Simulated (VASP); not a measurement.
# Tl8H (P-6m2) in VASP: notebook

Tl8H is run at these levels: PBE; tasks: single point, relaxation of cell and atoms.

All numbers are computed with VASP 6.6.1; they aren't measurements. Logs are shortened: lines on timing, memory, paths and dates and some standing lists are left out, and cuts for length are marked.

### 1 The cell of the first run

Symmetry: P-6m2, No. 187, hexagonal system. The conventional cell has a = 7.140 Å, b = 7.140 Å, c = 5.966 Å, α = 90.00°, β = 90.00°, γ = 120.00°. Tl (site symmetry -6m2) has 2 H at 2.98 Å and 12 Tl at 3.57 to 3.69 Å within 3.9 Å. Within 4.7 Å of Tl (site symmetry mm2) lie 12 Tl at 3.57 to 3.63 Å and 4 H at 4.65 Å. Within 2.9 Å of Tl (site symmetry mm2) lie 1 H at 2.18 Å. Within 4.7 Å of Tl (site symmetry -6m2) lie 12 Tl at 3.57 to 3.63 Å and 3 H at 4.12 Å. H (site symmetry -6m2) has 5 Tl at 2.18 to 2.98 Å within 3.0 Å.

### 2 Single point, PBE

Input file INCAR:

```
ALGO     = Fast           # electronic algorithm
EDIFF    = 1E-6           # SCF threshold, eV
ENCUT    = 520            # plane-wave cutoff, eV
GGA      = PE             # functional
ISIF     = 2              # what is computed and relaxed
ISMEAR   = 0              # smearing method
LASPH    = T              # aspherical terms in the spheres
LCHARG   = F              # write CHGCAR
LREAL    = F              # projectors in reciprocal space
LWAVE    = F              # write WAVECAR
NBANDS   = 62             # bands
NELM     = 100            # most SCF steps
PREC     = Accurate       # precision mode
SIGMA    = 0.1            # smearing width, eV
```

Input file KPOINTS:

```
k-points
0
Gamma
  3 3 4
```

Input file POSCAR:

```
Tl8H
1.0
    7.1401904533      0.0000000000      0.0000000000
   -3.5700952266      6.1835863204      0.0000000000
    0.0000000000      0.0000000000      5.9664947320
Tl H
8 1
Direct
    0.1666666667      0.3333333333      0.2500000000
    0.1668852709      0.8334426354      0.2500000000
    0.6665573646      0.3331147291      0.2500000000
    0.6665573646      0.8334426354      0.2500000000
    0.3426829774      0.1573170226      0.7500000000
    0.3426829774      0.6853659549      0.7500000000
    0.8146340451      0.1573170226      0.7500000000
    0.8333333333      0.6666666667      0.7500000000
    0.1666666667      0.3333333333      0.7500000000
```

Potentials or basis: VASP PAW PBE potentials, release 64 (Tl_d, H).

On the command line:

```
$ cat potpaw_PBE.64/Tl_d/POTCAR potpaw_PBE.64/H/POTCAR > POTCAR
$ mpirun -np 1 vasp_std > vasp.out
```

OUTCAR:

```text
EDIFF = 1E-6
   ENCUT = 520
   GGA = PE
   ISIF = 2
   ISMEAR = 0
   LASPH = T
   LREAL = F
   NELM = 100
   PREC = Accurate

 ion  position               nearest neighbor table
   1  0.167  0.333  0.250-   2 3.57   2 3.57   3 3.57   3 3.57   4 3.57   4 3.57   5 3.69   5 3.69
                             6 3.69   6 3.69   7 3.69   7 3.69
   2  0.167  0.833  0.250-   4 3.57   3 3.57   1 3.57   1 3.57   4 3.57   3 3.57   6 3.59   6 3.59
                             5 3.59   5 3.59   8 3.63   8 3.63
   3  0.667  0.333  0.250-   4 3.57   2 3.57   1 3.57   1 3.57   4 3.57   2 3.57   7 3.59   7 3.59
                             5 3.59   5 3.59   8 3.63   8 3.63
   4  0.667  0.833  0.250-   3 3.57   2 3.57   1 3.57   1 3.57   3 3.57   2 3.57   7 3.59   7 3.59
                             6 3.59   6 3.59   8 3.63   8 3.63
   5  0.343  0.157  0.750-   9 2.18   6 3.37   7 3.37   8 3.57   8 3.57   2 3.59   2 3.59   3 3.59
                             3 3.59   1 3.69   1 3.69   6 3.77   7 3.77
   6  0.343  0.685  0.750-   9 2.18   5 3.37   7 3.37   8 3.57   8 3.57   2 3.59   2 3.59   4 3.59
                             4 3.59   1 3.69   1 3.69   5 3.77   7 3.77
   7  0.815  0.157  0.750-   9 2.18   5 3.37   6 3.37   8 3.57   8 3.57   3 3.59   3 3.59   4 3.59
                             4 3.59   1 3.69   1 3.69   5 3.77   6 3.77
   8  0.833  0.667  0.750-   7 3.57   7 3.57   6 3.57   6 3.57   5 3.57   5 3.57   4 3.63   4 3.63
                             3 3.63   3 3.63   2 3.63   2 3.63
   9  0.167  0.333  0.750-   5 2.18   6 2.18   7 2.18

  LATTYP: Found a hexagonal cell.
 ALAT       =     7.1401904533
 C/A-ratio  =     0.8356212304

  Lattice vectors:

 A1 = (   7.1401904533,   0.0000000000,   0.0000000000)
 A2 = (  -3.5700952266,   6.1835863204,   0.0000000000)
 A3 = (   0.0000000000,   0.0000000000,   5.9664947320)

Analysis of symmetry for initial positions (statically):
=====================================================================
 Subroutine PRICEL returns:
 Original cell was already a primitive cell.

 Routine SETGRP: Setting up the symmetry group for a
 hexagonal supercell.

 Subroutine GETGRP returns: Found 12 space group operations
 (whereof  2 operations were pure point group operations)
 out of a pool of 24 trial point group operations.

The static configuration has the point symmetry C_1h.
 The point group associated with its full space group is D_3h.

Analysis of symmetry for dynamics (positions and initial velocities):
=====================================================================
 Subroutine PRICEL returns:
 Original cell was already a primitive cell.

 Routine SETGRP: Setting up the symmetry group for a
 hexagonal supercell.

 Subroutine GETGRP returns: Found 12 space group operations
 (whereof  2 operations were pure point group operations)
 out of a pool of 24 trial point group operations.

The dynamic configuration has the point symmetry C_1h.
 The point group associated with its full space group is D_3h.

 Subroutine INISYM returns: Found 12 space group operations
 (whereof  2 operations are pure point group operations),
 and found     1 'primitive' translations

----------------------------------------------------------------------------------------

                                     Primitive cell

  volume of cell :     263.4326

  direct lattice vectors                    reciprocal lattice vectors
     7.140190453  0.000000000  0.000000000     0.140052287  0.080859225  0.000000000
    -3.570095227  6.183586320  0.000000000     0.000000000  0.161718451  0.000000000
     0.000000000  0.000000000  5.966494732     0.000000000  0.000000000  0.167602595

  length of vectors
     7.140190453  7.140190453  5.966494732     0.161718451  0.161718451  0.167602595

  position of ions in fractional coordinates (direct lattice)
     0.166666667  0.333333333  0.250000000
     0.166885271  0.833442635  0.250000000
     0.666557365  0.333114729  0.250000000
     0.666557365  0.833442635  0.250000000
     0.342682977  0.157317023  0.750000000
     0.342682977  0.685365955  0.750000000
     0.814634045  0.157317023  0.750000000
     0.833333333  0.666666667  0.750000000
     0.166666667  0.333333333  0.750000000

  ion indices of the primitive-cell ions
   primitive index   ion index
                 1           1
                 2           2
                 3           3
                 4           4
                 5           5
                 6           6
                 7           7
                 8           8
                 9           9

----------------------------------------------------------------------------------------

 KPOINTS: k-points

Automatic generation of k-mesh.
 Grid dimensions read from file:
 generate k-points for:    3    3    4

 Generating k-lattice:

  Cartesian coordinates                     Fractional coordinates (reciprocal lattice)
     0.046684096  0.026953075  0.000000000     0.333333333  0.000000000  0.000000000
     0.000000000  0.053906150  0.000000000     0.000000000  0.333333333  0.000000000
     0.000000000  0.000000000  0.041900649     0.000000000  0.000000000  0.250000000

  Length of vectors
     0.053906150  0.053906150  0.041900649

  Shift w.r.t. Gamma in fractional coordinates (k-lattice)
     0.000000000  0.000000000  0.000000000

 Subroutine IBZKPT returns following result:
 ===========================================

 Found      9 irreducible k-points:

 Following reciprocal coordinates:
            Coordinates               Weight
  0.000000  0.000000  0.000000      1.000000
  0.333333 -0.000000  0.000000      6.000000
  0.333333  0.333333  0.000000      2.000000
  0.000000  0.000000  0.250000      2.000000
  0.333333 -0.000000  0.250000     12.000000
  0.333333  0.333333  0.250000      4.000000
  0.000000  0.000000  0.500000      1.000000
  0.333333 -0.000000  0.500000      6.000000
  0.333333  0.333333  0.500000      2.000000
   k-points           NKPTS =      9   k-points in BZ     NKDIM =      9   number of bands    NBANDS=     62
   number of dos      NEDOS =    301   number of ions     NIONS =      9
   total plane-waves  NPLWV = 139968
   dimension x,y,z NGX =    54 NGY =   54 NGZ =   48
   dimension x,y,z NGXF=   108 NGYF=  108 NGZF=   96
   ions per type =               8   1
   NGX,Y,Z   is equivalent  to a cutoff of  12.57, 12.57, 13.37 a.u.
   NGXF,Y,Z  is equivalent  to a cutoff of  25.15, 25.15, 26.75 a.u.
 SYSTEM =  unknown system
   PREC   = accura    normal or accurate (medium, high low for compatibility)
   ISTART =      0    job   : 0-new  1-cont  2-samecut
   ICHARG =      2    charge: 1-file 2-atom 10-const
   ISPIN  =      1    spin polarized calculation?
   LNONCOLLINEAR =      F non collinear calculations
   LSORBIT =      F    spin-orbit coupling
   LASPH  =      T    aspherical Exc in radial PAW
   ENCUT  =  520.0 eV  38.22 Ry    6.18 a.u.  13.28 13.28 11.09*2*pi/ulx,y,z
   NELM   =    100;   NELMIN=  2; NELMDL= -5     # of ELM steps
   EDIFF  = 0.1E-05   stopping-criterion for ELM
   LREAL  =      F    real-space projection
   EDIFFG = 0.1E-04   stopping-criterion for IOM
   NSW    =      0    number of steps for IOM
   IBRION =     -1    ionic relax: 0-MD 1-quasi-New 2-CG
   NFREE  =      0    steps in history (QN), initial steepest desc. (CG)
   ISIF   =      2    stress and relaxation
   ISYM   =      2    0-nonsym 1-usesym 2-fastsym
   POTIM  = 0.5000    time-step for ionic-motion
   TEBEG  =    0.0;   TEEND  =   0.0 temperature during run
   PSTRESS=    0.0 pullay stress
   NELECT =     105.0000    total number of electrons
   NUPDOWN=      -1.0000    fix difference up-down
   EMIN   =  10.00;   EMAX   =-10.00  energy-range for DOS
   EFERMI =   0.00;   METHOD = LEGACY
   ISMEAR =     0;   SIGMA  =   0.10  broadening in eV -4-tet -1-fermi 0-gaus
   EFERMI_NEDOS =   21; number of points for ismear=-14 and -15
   IALGO  =     68    algorithm
   IMIX   =      4    mixing-type and parameters
     AMIX     =   0.40;   BMIX     =  1.00
     AMIX_MAG =   1.60;   BMIX_MAG =  1.00
  volume/ion in A,a.u.               =      29.27       197.53
  Fermi-wavevector in a.u.,A,eV,Ry     =   1.204799  2.276741 19.749425  1.451542
  Thomas-Fermi vector in A             =   2.340514
   LORBIT       =      0    0 simple, 1 ext, 2 COOP (PROOUT), +10 PAW based schemes
   GGA     = PE    functional components
   LHFCALC =     F    Hartree Fock is set to
   AEXX    =    0.0000 exact exchange contribution
   IVDW    =     0    specifies the selected vdW correction
   LEPSILON=     F    determine dielectric tensor
   LRPA    =     F    only Hartree local field effects (RPA)
 non-spin polarized calculation
 RMM-DIIS sequential band-by-band and
 Gauss-broadening in eV      SIGMA  =   0.10
  energy-cutoff  :      520.00
  volume of cell :      263.43
 maximum number of plane-waves:      7118
 NGX is ok and might be reduce to    54
   NGX = 27   NGY = 27   NGZ = 23

 number of electron     105.0000030 magnetization

 Free energy of the ion-electron system (eV)
  ---------------------------------------------------
  ext. energy  EPLUGINS =         0.00000000
  ---------------------------------------------------
  free energy    TOTEN  =       -20.29214334 eV

  energy without entropy =      -20.27722470  energy(sigma->0) =      -20.28468402

 E-fermi :   5.3433     XC(G=0):  -9.5595

 val. band max:        5.2219312278   @ k =   0.3333  -0.0000   0.2500
 cond. band min:       5.4134131431   @ k =   0.3333   0.3333   0.2500
 fundamental gap:      0.1914819153
 Fermi energy:         5.3432670454

 k-point     1 :       0.0000    0.0000    0.0000
  band No.  band energies     occupation
      1      -6.6129      2.00000
      2      -6.4449      2.00000
      3      -6.4449      2.00000
      4      -6.3386      2.00000
      5      -6.3118      2.00000
      6      -6.3118      2.00000
[... 54 lines left out ...]
     61       8.7588      0.00000
     62       9.1060      0.00000

 k-point     2 :       0.3333   -0.0000    0.0000
  band No.  band energies     occupation
      1      -6.5066      2.00000
      2      -6.3725      2.00000
      3      -6.3383      2.00000
      4      -6.3184      2.00000
      5      -6.3065      2.00000
      6      -6.2934      2.00000
[... 454 lines left out ...]
      6      -6.2749      2.00000
[... 54 lines left out ...]
     61       9.0877      0.00000
     62       9.1177      0.00000

------------------------ aborting loop because EDIFF is reached ----------------------------------------

  FORCE on cell =-STRESS in cart. coord.  units (eV):
  Direction    XX          YY          ZZ          XY          YZ          ZX
  --------------------------------------------------------------------------------------
  -------------------------------------------------------------------------------------
  Total       -0.3094355     -0.3094355     -0.2968769     -0.0000000     -0.0000000     -0.0000000
  in kB       -1.8819634     -1.8819634     -1.8055830     -0.0000000     -0.0000000     -0.0000000
  external PRESSURE =      -1.8565033 kB  Pullay stress =       0.0000000 kB

 VOLUME and BASIS-vectors are now :
 -----------------------------------------------------------------------------
  energy-cutoff  :      520.00
  volume of cell :      263.43
      direct lattice vectors                 reciprocal lattice vectors
     7.140190453  0.000000000  0.000000000     0.140052287  0.080859225  0.000000000
    -3.570095227  6.183586320  0.000000000     0.000000000  0.161718451  0.000000000
     0.000000000  0.000000000  5.966494732     0.000000000  0.000000000  0.167602595

 POSITION                                       TOTAL-FORCE (eV/Angst)
 -----------------------------------------------------------------------------------
      0.00000      2.06120      1.49162        -0.000000      0.000000     -0.000000
     -1.78388      5.15366      1.49162         0.006360      0.003672     -0.000000
      3.57010      2.05984      1.49162        -0.000000     -0.007343     -0.000000
      1.78388      5.15366      1.49162        -0.006360      0.003672     -0.000000
      1.88518      0.97278      4.47487        -0.009378      0.005414      0.000000
     -0.00000      4.23802      4.47487        -0.000000     -0.010828     -0.000000
      5.25501      0.97278      4.47487         0.009378      0.005414      0.000000
      3.57010      4.12239      4.47487         0.000000      0.000000     -0.000000
      0.00000      2.06120      4.47487         0.000000      0.000000     -0.000000
 -----------------------------------------------------------------------------------
    total drift:                                0.000001     -0.000001     -0.000000

  FREE ENERGIE OF THE ION-ELECTRON SYSTEM (eV)
  ---------------------------------------------------
  free  energy   TOTEN  =       -20.2921433394 eV

  energy  without entropy=      -20.2772246976  energy(sigma->0) =      -20.28468402
```

Wall time 87 s (1 thread of Intel Xeon 6975P-C (Granite Rapids), shared host); peak memory 0.39 GiB.

Results:

```yaml
Free_energy: -20.2921 eV
Pressure: -0.2 GPa
Largest_force: 0.011 eV/Å
Band_gap_on_the_k_mesh: zero (an odd number of electrons rules out a gap without spin polarisation)
```

Forces on the atoms (eV/Å):
```
Tl   0.000  0.000  0.000
Tl   0.006  0.004  0.000
Tl   0.000 -0.007  0.000
Tl  -0.006  0.004  0.000
Tl  -0.009  0.005  0.000
Tl   0.000 -0.011  0.000
Tl   0.009  0.005  0.000
Tl   0.000  0.000  0.000
H    0.000  0.000  0.000
```

Levels at points of the mesh, in eV from the Fermi level:
| k point | band 51 | band 52 | band 53 | band 54 | band 55 | band 56 |
| --- | --- | --- | --- | --- | --- | --- |
| (0.00, 0.00, 0.00) | -1.15 | -1.15 | -0.29 | 0.15 | 0.15 | 1.18 |
| (0.00, 0.00, 0.50) | -1.95 | -1.90 | -1.90 | -1.89 | 2.12 | 2.21 |

Caveat: spin-orbit coupling is left out, which moves the levels of the heavy elements.

### 3 Relaxation of cell and atoms, PBE

This run uses another cell than the first one, of 28.03 Å³/atom.

Input file INCAR:

```
PREC = Accurate ; ENCUT = 600
EDIFF = 1E-6 ; ISMEAR = 0
SIGMA = 0.1 ; LREAL = F
LASPH = T ; NELM = 100
ALGO = Fast ; ISIF = 3
LWAVE = F ; LCHARG = F
GGA = PE ; IBRION = 2
NSW = 90 ; EDIFFG = -0.0325
```

Input file KPOINTS:

```
regular mesh
0
Gamma
  3 3 4
```

Input file POSCAR:

```
Tl8H
1.0
    7.1940114676      0.0000000000      0.0000000000
   -3.5970057338      6.2301966860      0.0000000000
    0.0000000000      0.0000000000      5.6288715911
Tl H
8 1
Direct
    0.1666666667      0.3333333333      0.2500000000
    0.1666666667      0.8333333333      0.2500000000
    0.6666666667      0.3333333333      0.2500000000
    0.6666666667      0.8333333333      0.2500000000
    0.3333333333      0.1666666667      0.7500000000
    0.3333333333      0.6666666667      0.7500000000
    0.8333333333      0.1666666667      0.7500000000
    0.8333333333      0.6666666667      0.7500000000
    0.1666666667      0.3333333333      0.7500000000
```

Potentials or basis: VASP PAW PBE potentials, release 64 (Tl_d, H).

On the command line:

```
$ cat potpaw_PBE.64/Tl_d/POTCAR potpaw_PBE.64/H/POTCAR > POTCAR
$ mpirun -np 1 vasp_std > vasp.out
```

It took 9.3 min on 1 thread of Intel Xeon 6975P-C (Granite Rapids), shared host; peak memory 0.51 GiB.

The run converged. Its results:

| Item | Value |
| --- | --- |
| Free energy | -20.2897 eV |
| Relaxed volume | 29.10 Å³/atom |
| Relaxed cell | a = 7.125 Å, b = 7.125 Å, c = 5.957 Å, α = 90.00°, β = 90.00°, γ = 120.00° |
| Space group after relaxing (to 0.1 Å) | P-6m2 (No. 187) |
| Energy gained by relaxing | 25.6 meV/atom |
| Ionic steps | 8 |
| Pressure after relaxing | 0.0 GPa |
| Largest force after relaxing | 0.021 eV/Å |
| Band gap on the k mesh | zero (an odd number of electrons rules out a gap without spin polarisation) |

Forces in eV/Å, atoms in the order of the input:
```
Tl   0.000  0.000  0.000
Tl   0.001  0.001  0.000
Tl   0.000 -0.001  0.000
Tl  -0.001  0.001  0.000
Tl   0.018 -0.010  0.000
Tl   0.000  0.021  0.000
Tl  -0.018 -0.010  0.000
Tl   0.000  0.000  0.000
H    0.000  0.000  0.000
```

Stress tensor (GPa, compression positive):
```
 0.04  0.00  0.00
 0.00  0.04  0.00
 0.00  0.00 -0.04
```

Step by step:
| step | energy change (eV) | largest force (eV/Å) | pressure (GPa) | volume (Å³) |
| --- | --- | --- | --- | --- |
| 1 | 0.0000 | 0.6273 | 1.46 | 252.29 |
| 2 | -0.1092 | 0.3819 | 0.25 | 261.75 |
| 3 | -0.1373 | 0.2223 | -0.53 | 269.32 |
| 4 | -0.1880 | 0.1541 | -0.47 | 267.95 |
| 5 | -0.2025 | 0.1551 | -0.09 | 263.46 |
| 6 | -0.2261 | 0.0254 | -0.33 | 265.60 |
| 7 | -0.2261 | 0.0126 | -0.33 | 265.51 |
| 8 | -0.2301 | 0.0205 | 0.02 | 261.89 |

Final structure:
```
Tl H
1.0
     7.12470    0.00000    0.00000
    -3.56235    6.17017    0.00000
     0.00000    0.00000    5.95737
Tl H
8 1
Direct
  0.16667 0.33333 0.25000
  0.16727 0.83363 0.25000
  0.66637 0.33273 0.25000
  0.66637 0.83363 0.25000
  0.34231 0.15769 0.75000
  0.34231 0.68462 0.75000
  0.81538 0.15769 0.75000
  0.83333 0.66667 0.75000
  0.16667 0.33333 0.75000
```

Levels at points of the mesh, in eV from the Fermi level:
```tsv
k point	band 51	band 52	band 53	band 54	band 55	band 56
(0.00, 0.00, 0.00)	-1.15	-1.15	-0.29	0.14	0.14	1.18
(0.00, 0.00, 0.50)	-1.97	-1.92	-1.92	-1.91	2.12	2.22
```

Caveat: spin-orbit coupling is left out, which moves the levels of the heavy elements. PBE usually gives volumes a little too large and moduli too small.
